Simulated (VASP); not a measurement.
# TiSi16 (a cell with a defect) in VASP: relaxation of the atoms with PBE+D3(BJ)

Aim: the relaxation of the atoms of TiSi16 (a cell with a defect) with PBE+D3(BJ).

Program: VASP 6.6.1. These are calculated values, not measurements. Logs are shortened: lines on timing, memory, paths and dates and some standing lists are left out, and cuts for length are marked.

### 1 The cell of the first run

The cell holds a defect, 17 atoms: a = 7.679 Å, b = 7.679 Å, c = 7.679 Å, α = 60.00°, β = 60.00°, γ = 60.00°.

### 2 Relaxation of the atoms, PBE+D3(BJ)

Input file INCAR:

```
PREC     = Accurate       # precision mode
ENCUT    = 520            # plane-wave cutoff, eV
EDIFF    = 1E-6           # SCF threshold, eV
ISMEAR   = -1             # smearing method
SIGMA    = 0.02           # smearing width, eV
LREAL    = Auto         
LASPH    = T              # aspherical terms in the spheres
NELM     = 60             # most SCF steps
ALGO     = Normal         # electronic algorithm
ISIF     = 2              # what is computed and relaxed
LWAVE    = F              # write WAVECAR
LCHARG   = F              # write CHGCAR
GGA      = PE             # functional
IVDW     = 12             # dispersion correction
IBRION   = 2              # ionic algorithm
NSW      = 45             # ionic steps
EDIFFG   = -0.08          # ionic threshold
```

Input file KPOINTS:

```
regular mesh
0
Gamma
  2 2 2
```

Input file POSCAR:

```
TiSi16
1.0
    0.0000000000      5.4300000000      5.4300000000
    5.4300000000      0.0000000000      5.4300000000
    5.4300000000      5.4300000000      0.0000000000
Si Ti
16 1
Direct
    0.0000000000      0.0000000000      0.0000000000
    0.1250000000      0.1250000000      0.1250000000
    0.0000000000      0.0000000000      0.5000000000
    0.1250000000      0.1250000000      0.6250000000
    0.0000000000      0.5000000000      0.0000000000
    0.1250000000      0.6250000000      0.1250000000
    0.0000000000      0.5000000000      0.5000000000
    0.1250000000      0.6250000000      0.6250000000
    0.5000000000      0.0000000000      0.0000000000
    0.6250000000      0.1250000000      0.1250000000
    0.5000000000      0.0000000000      0.5000000000
    0.6250000000      0.1250000000      0.6250000000
    0.5000000000      0.5000000000      0.0000000000
    0.6250000000      0.6250000000      0.1250000000
    0.5000000000      0.5000000000      0.5000000000
    0.6250000000      0.6250000000      0.6250000000
    0.8778964000      0.3670620000      0.8813221000
```

Potentials or basis: VASP PAW PBE potentials, release 64 (Si, Ti_sv).

The run is started by

```console
$ cat potpaw_PBE.64/Si/POTCAR potpaw_PBE.64/Ti_sv/POTCAR > POTCAR
$ mpirun -np 1 vasp_std > vasp.out
```

OUTCAR:

```text
PREC = Accurate
   ENCUT = 520
   EDIFF = 1E-6
   ISMEAR = -1
   LREAL = Auto
   LASPH = T
   NELM = 60
   ISIF = 2
   GGA = PE
   IVDW = 12
   IBRION = 2
   NSW = 45
   EDIFFG = -0.08
 IVDW          = 12

 ion  position               nearest neighbor table
   1  0.000  0.000  0.000-  17 2.30   4 2.35   6 2.35  10 2.35   2 2.35
   2  0.125  0.125  0.125-   1 2.35   3 2.35   5 2.35   9 2.35  17 2.67
   3  0.000  0.000  0.500-   2 2.35   4 2.35   8 2.35  12 2.35
   4  0.125  0.125  0.625-   1 2.35   3 2.35   7 2.35  11 2.35  17 2.71
   5  0.000  0.500  0.000-  17 2.34   6 2.35   8 2.35  14 2.35   2 2.35
   6  0.125  0.625  0.125-   1 2.35   5 2.35   7 2.35  13 2.35
   7  0.000  0.500  0.500-   4 2.35   6 2.35   8 2.35  16 2.35  17 2.39
   8  0.125  0.625  0.625-   3 2.35   5 2.35   7 2.35  15 2.35  17 2.74
   9  0.500  0.000  0.000-   2 2.35  10 2.35  12 2.35  14 2.35
  10  0.625  0.125  0.125-   1 2.35   9 2.35  11 2.35  13 2.35  17 2.69
  11  0.500  0.000  0.500-   4 2.35  10 2.35  12 2.35  16 2.35
  12  0.625  0.125  0.625-   3 2.35   9 2.35  11 2.35  15 2.35
  13  0.500  0.500  0.000-   6 2.35  10 2.35  14 2.35  16 2.35  17 2.37
  14  0.625  0.625  0.125-   5 2.35   9 2.35  13 2.35  15 2.35  17 2.72
  15  0.500  0.500  0.500-   8 2.35  12 2.35  14 2.35  16 2.35
  16  0.625  0.625  0.625-   7 2.35  11 2.35  13 2.35  15 2.35  17 2.77
  17  0.878  0.367  0.881-   1 2.30   5 2.34  13 2.37   7 2.39   2 2.67  10 2.69   4 2.71  14 2.72
                             8 2.74  16 2.77

  LATTYP: Found a face centered cubic cell.
 ALAT       =    10.8600000000

  Lattice vectors:

 A1 = (   0.0000000000,   5.4300000000,   5.4300000000)
 A2 = (   5.4300000000,   0.0000000000,   5.4300000000)
 A3 = (   5.4300000000,   5.4300000000,   0.0000000000)

Analysis of symmetry for initial positions (statically):
=====================================================================
 Subroutine PRICEL returns:
 Original cell was already a primitive cell.

 Routine SETGRP: Setting up the symmetry group for a
 face centered cubic supercell.

 Subroutine GETGRP returns: Found  1 space group operations
 (whereof  1 operations were pure point group operations)
 out of a pool of 48 trial point group operations.

The static configuration has the point symmetry C_1 .

Analysis of symmetry for dynamics (positions and initial velocities):
=====================================================================
 Subroutine PRICEL returns:
 Original cell was already a primitive cell.

 Routine SETGRP: Setting up the symmetry group for a
 face centered cubic supercell.

 Subroutine GETGRP returns: Found  1 space group operations
 (whereof  1 operations were pure point group operations)
 out of a pool of 48 trial point group operations.

The dynamic configuration has the point symmetry C_1 .
[... 92 lines left out ...]
  0.000000  0.500000  0.500000      1.000000
  0.500000  0.000000  0.500000      1.000000
   k-points           NKPTS =      8   k-points in BZ     NKDIM =      8   number of bands    NBANDS=     47
   number of dos      NEDOS =    301   number of ions     NIONS =     17
   total plane-waves  NPLWV = 216000
   dimension x,y,z NGX =    60 NGY =   60 NGZ =   60
   dimension x,y,z NGXF=   120 NGYF=  120 NGZF=  120
   ions per type =              16   1
   NGX,Y,Z   is equivalent  to a cutoff of  12.99, 12.99, 12.99 a.u.
   NGXF,Y,Z  is equivalent  to a cutoff of  25.98, 25.98, 25.98 a.u.
 SYSTEM =  unknown system
   PREC   = accura    normal or accurate (medium, high low for compatibility)
   ISTART =      0    job   : 0-new  1-cont  2-samecut
   ICHARG =      2    charge: 1-file 2-atom 10-const
   ISPIN  =      1    spin polarized calculation?
   LNONCOLLINEAR =      F non collinear calculations
   LSORBIT =      F    spin-orbit coupling
   LASPH  =      T    aspherical Exc in radial PAW
   ENCUT  =  520.0 eV  38.22 Ry    6.18 a.u.  14.28 14.28 14.28*2*pi/ulx,y,z
   NELM   =     60;   NELMIN=  2; NELMDL= -5     # of ELM steps
   EDIFF  = 0.1E-05   stopping-criterion for ELM
   LREAL  =      T    real-space projection
   EDIFFG = -.8E-01   stopping-criterion for IOM
   NSW    =     45    number of steps for IOM
   IBRION =      2    ionic relax: 0-MD 1-quasi-New 2-CG
   NFREE  =      1    steps in history (QN), initial steepest desc. (CG)
   ISIF   =      2    stress and relaxation
   ISYM   =      2    0-nonsym 1-usesym 2-fastsym
   POTIM  = 0.5000    time-step for ionic-motion
   TEBEG  =    0.0;   TEEND  =   0.0 temperature during run
   PSTRESS=    0.0 pullay stress
   NELECT =      76.0000    total number of electrons
   NUPDOWN=      -1.0000    fix difference up-down
   EMIN   =  10.00;   EMAX   =-10.00  energy-range for DOS
   EFERMI =   0.00;   METHOD = LEGACY
   ISMEAR =    -1;   SIGMA  =   0.02  broadening in eV -4-tet -1-fermi 0-gaus
   EFERMI_NEDOS =   21; number of points for ismear=-14 and -15
   IALGO  =     38    algorithm
   IMIX   =      4    mixing-type and parameters
     AMIX     =   0.40;   BMIX     =  1.00
     AMIX_MAG =   1.60;   BMIX_MAG =  1.00
  volume/ion in A,a.u.               =      18.84       127.11
  Fermi-wavevector in a.u.,A,eV,Ry     =   1.013607  1.915439 13.978610  1.027399
  Thomas-Fermi vector in A             =   2.146786
   LORBIT       =      0    0 simple, 1 ext, 2 COOP (PROOUT), +10 PAW based schemes
   GGA     = PE    functional components
   LHFCALC =     F    Hartree Fock is set to
   AEXX    =    0.0000 exact exchange contribution
   IVDW    =    12    specifies the selected vdW correction
   LEPSILON=     F    determine dielectric tensor
   LRPA    =     F    only Hartree local field effects (RPA)
 conjugate gradient relaxation of ions
 non-spin polarized calculation
  energy-cutoff  :      520.00
  volume of cell :      320.21
 maximum number of plane-waves:      8646
 NGX is ok and might be reduce to    60
   NGX = 29   NGY = 29   NGZ = 29

--------------------------------------- Ionic step        1  -------------------------------------------

 number of electron      76.0000003 magnetization

 Free energy of the ion-electron system (eV)
  ---------------------------------------------------
  ext. energy  EPLUGINS =         0.00000000
  ---------------------------------------------------
  free energy    TOTEN  =       -91.81208261 eV

  energy without entropy =      -91.76853499  energy(sigma->0) =      -91.79030880

------------------------ aborting loop because EDIFF is reached ----------------------------------------

 Edisp (eV)   -5.83790

 E8    (eV) :    -2.4420
[... 266 lines left out ...]
--------------------------------------- Ionic step        6  -------------------------------------------

 number of electron      75.9999998 magnetization

 Free energy of the ion-electron system (eV)
  ---------------------------------------------------
  ext. energy  EPLUGINS =         0.00000000
  ---------------------------------------------------
  free energy    TOTEN  =       -92.21402110 eV

  energy without entropy =      -92.18994841  energy(sigma->0) =      -92.20198475

 E-fermi :   6.9297     XC(G=0):  -9.7514

 val. band max:        6.8899246206   @ k =   0.5000   0.0000   0.5000
 cond. band min:       6.9558774735   @ k =   0.5000   0.0000   0.0000
 fundamental gap:      0.0659528529
 Fermi energy:         6.9297434043

 k-point     1 :       0.0000    0.0000    0.0000
  band No.  band energies     occupation
      1     -49.8800      2.00000
      2     -26.2561      2.00000
      3     -26.2523      2.00000
      4     -26.2491      2.00000
      5      -5.7216      2.00000
      6      -3.5135      2.00000
[... 437 lines left out ...]
  FREE ENERGIE OF THE ION-ELECTRON SYSTEM (eV)
  ---------------------------------------------------
  free  energy   TOTEN  =       -98.0518621938 eV

  energy  without entropy=      -98.0277895035  energy(sigma->0) =      -98.03982585

 reached required accuracy - stopping structural energy minimisation
```

OSZICAR:

```text
N       E                     dE             d eps       ncg     rms          rms(c)
DAV:   1     0.361985256757E+03    0.36199E+03   -0.31368E+04   760   0.140E+03
DAV:   2    -0.549843727051E+02   -0.41697E+03   -0.40345E+03   889   0.269E+02
DAV:   3    -0.919996010782E+02   -0.37015E+02   -0.36173E+02  1096   0.718E+01
DAV:   4    -0.945542181282E+02   -0.25546E+01   -0.25074E+01  1168   0.164E+01
[... 52 lines left out ...]
DAV:   2    -0.922140890211E+02   -0.12006E-02   -0.13323E-02   815   0.501E-01    0.713E-02
DAV:   3    -0.922140323530E+02    0.56668E-04   -0.72179E-04  1058   0.147E-01    0.333E-02
DAV:   4    -0.922140213560E+02    0.10997E-04   -0.66206E-05   946   0.436E-02    0.203E-02
DAV:   5    -0.922140205899E+02    0.76602E-06   -0.17912E-05   960   0.224E-02    0.641E-03
DAV:   6    -0.922140210974E+02   -0.50746E-06   -0.33246E-06   704   0.830E-03
   6 F= -.98051862E+02 E0= -.98039826E+02  d E =-.141684E-02
```

It took 12 min on 1 thread of Intel Xeon Platinum 8488C (Sapphire Rapids), shared host; peak memory 0.57 GiB.

Results:

| Item | Value |
| --- | --- |
| Free energy | -98.0519 eV |
| Energy gained by relaxing | 23.6 meV/atom |
| Ionic steps | 6 |
| Pressure after relaxing | 0.9 GPa |
| Largest force after relaxing | 0.045 eV/Å |
| Band gap on the k mesh | zero (bands 38 and 39 overlap by 0.43 eV) |
| Dispersion energy per atom | -0.343 eV |

Forces on the atoms (eV/Å):
```
Si   0.002  0.005 -0.002
Si  -0.006  0.007 -0.007
Si   0.003 -0.007 -0.001
Si  -0.014  0.014 -0.013
Si  -0.005  0.002 -0.008
Si   0.004 -0.015  0.008
Si   0.008  0.013 -0.010
Si   0.005  0.008  0.017
Si   0.000 -0.006  0.003
Si  -0.009  0.011 -0.010
Si   0.004  0.002  0.007
Si   0.000  0.002 -0.001
Si  -0.007  0.014  0.004
Si   0.014  0.005  0.003
Si  -0.006  0.004 -0.004
Si   0.003 -0.019 -0.004
Ti   0.004 -0.041  0.019
```

The path:
| step | energy change (eV) | largest force (eV/Å) | pressure (GPa) |
| --- | --- | --- | --- |
| 1 | 0.0000 | 2.2247 | 1.90 |
| 2 | -0.3893 | 0.5975 | 0.93 |
| 3 | -0.3909 | 0.4246 | 0.95 |
| 4 | -0.3995 | 0.1995 | 0.94 |
| 5 | -0.4005 | 0.1002 | 0.93 |
| 6 | -0.4019 | 0.0452 | 0.95 |

Final structure:
```
Si Ti
1.0
     0.00000    5.43000    5.43000
     5.43000    0.00000    5.43000
     5.43000    5.43000    0.00000
Si Ti
16 1
Cartesian
  5.3802 0.0499 5.3802
  1.3563 1.3944 1.3560
  2.7309 8.1310 5.4126
  4.0377 4.0755 1.3548
  2.7608 0.0464 2.7606
  4.0707 1.3676 4.0670
  5.3881 2.6741 2.7562
  6.7885 4.0745 4.1057
  5.4127 8.1304 2.7307
  1.3556 4.0750 4.0367
  2.7302 5.4475 2.7293
  4.0725 6.7870 4.0727
  2.7584 2.6721 5.3860
  4.1066 4.0740 6.7877
  5.4152 5.4464 5.4144
  6.7878 6.7554 6.7865
  6.7863 9.5114 6.7829
```

Levels at points of the mesh, in eV from the Fermi level:
```
           k point  band 33  band 34  band 35  band 36  band 37  band 38  band 39  band 40  band 41  band 42
(0.00, 0.00, 0.00)    -1.72    -0.99    -0.99    -0.98    -0.41    -0.40    -0.40    -0.10    -0.10     0.25
(0.50, 0.00, 0.00)    -1.97    -1.97    -1.37    -1.36    -0.28     0.03     0.04     0.44     0.44     0.81
(0.00, 0.50, 0.00)    -1.97    -1.97    -1.36    -1.36    -0.28     0.03     0.04     0.44     0.44     0.79
(0.00, 0.00, 0.50)    -1.97    -1.97    -1.37    -1.36    -0.28     0.03     0.03     0.44     0.45     0.81
(0.50, 0.50, 0.50)    -1.97    -1.97    -1.36    -1.36    -0.28     0.03     0.04     0.44     0.44     0.80
(0.50, 0.50, 0.00)    -2.46    -2.00    -2.00    -1.88    -0.70    -0.04     0.57     0.57     1.11     1.33
(0.00, 0.50, 0.50)    -2.46    -2.00    -2.00    -1.88    -0.70    -0.04     0.57     0.57     1.11     1.33
(0.50, 0.00, 0.50)    -2.46    -2.00    -2.00    -1.88    -0.71    -0.04     0.56     0.58     1.11     1.33
```

Caveat: the k points lie up to 0.50 Å⁻¹ apart; the relaxation stopped at a loose force limit of 0.08 eV/Å, so its end isn't a converged minimum.

The gap in the log of VASP goes by the Fermi energy; the results here count the filled bands.